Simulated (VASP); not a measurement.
Cu: single point with PBEsol

Cu:

```xyz
1
Lattice="0.0000 1.8075 1.8075 1.8075 0.0000 1.8075 1.8075 1.8075 0.0000" Properties=species:S:1:pos:R:3 pbc="T T T"
Cu    0.0000    0.0000    0.0000
```

```yaml
Program: VASP 6.6.1
Task: single point
Functional: PBEsol
Potentials_or_basis: VASP PAW PBE potentials, release 64 (Cu)
Cutoff: 600 eV
k_mesh: 13 × 13 × 13
Occupations: gaussian, width 0.1 eV
Spin: no spin polarisation
Dipole_correction: no
Further_INCAR_settings: ALGO = Normal; EDIFF = 1e-06; NBANDS = 12
```

- Pressure: -5.8 GPa
- Band gap on the k mesh: zero (an odd number of electrons rules out a gap without spin polarisation)

Levels at points of the mesh, in eV from the Fermi level:
| k point | band 2 | band 3 | band 4 | band 5 | band 6 | band 7 | band 8 | band 9 | band 10 | band 11 |
| --- | --- | --- | --- | --- | --- | --- | --- | --- | --- | --- |
| (0.00, 0.00, 0.00) | -3.21 | -3.21 | -3.21 | -2.37 | -2.37 | 22.41 | 25.02 | 25.02 | 25.02 | 27.50 |

It took 20 s on 1 thread of Intel Xeon 8259CL (shared host), peak memory 0.13 GiB.

Caveat: the cell stands under tension; the PAW data sets were made with another functional, which shifts forces and pressure a little.
